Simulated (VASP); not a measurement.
Set up this calculation in VASP 6.6.1, as the native input.

```
Task                   : single point
Functional             : LDA
Potentials or basis    : VASP PAW LDA potentials, release 64 (Sn_d, O)
Cutoff                 : 520 eV
k mesh                 : 12 × 12 × 10
Occupations            : gaussian, width 0.15 eV
Spin                   : no spin polarisation
Dipole correction      : no
Further INCAR settings : ALGO = Normal; EDIFF = 1e-07; NBANDS = 28
```

The structure of SnO lies in POSCAR:

```
SnO
1.0
    3.6816941039      0.0000000000      0.0000000000
    0.0000000000      3.6816941039      0.0000000000
    0.0000000000      0.0000000000      5.4581115090
Sn O
2 2
Direct
    0.0000000000      0.5000000000      0.2457459271
    0.5000000000      0.0000000000      0.7542540729
    0.0000000000      0.0000000000      0.0000000000
    0.5000000000      0.5000000000      0.0000000000
```

This cell differs from its parent crystal: volume 18.496 Å^3 an atom, c/a of the conventional cell 1.4825.

One way to write it, as run:

INCAR

```
SYSTEM = SnO
  ALGO = Normal
  EDIFF = 1E-7
  ENCUT = 520
  GGA = CA
  ISIF = 2
  ISMEAR = 0
  LASPH = .True.
  LCHARG = .True.
  LELF = .True.
  LREAL = .False.
  LVHAR = .True.
  LWAVE = .False.
  NBANDS = 28
  NELM = 100
  PREC = Accurate
  SIGMA = 0.15
```

KPOINTS

```
k-points
0
Gamma
  12 12 10
  0 0 0
```

Potentials or basis: VASP PAW LDA potentials, release 64 (Sn_d, O).

The run is started by

```console
$ cat potpaw_LDA.64/Sn_d/POTCAR potpaw_LDA.64/O/POTCAR > POTCAR
$ mpirun -np 1 vasp_std > vasp.out
```

Results of the run:

```yaml
Pressure: -7.8 GPa
Largest_force: 2.771 eV/Å
Band_gap_on_the_k_mesh: zero (band 20 reaches 6.20 eV, above the bottom of band 21 at 5.95 eV)
```

Caveat: spin-orbit coupling is left out, which moves the levels of the heavy elements; forces of over 1 eV/Å act on the atoms, so gaps and moduli don't describe the material at rest.

Wall time 4.8 min on 1 thread of Intel(R) Xeon(R) Platinum 8259CL CPU @ 2.50GHz (Skylake/Cascade Lake) (shared host), peak memory 0.37 GiB.
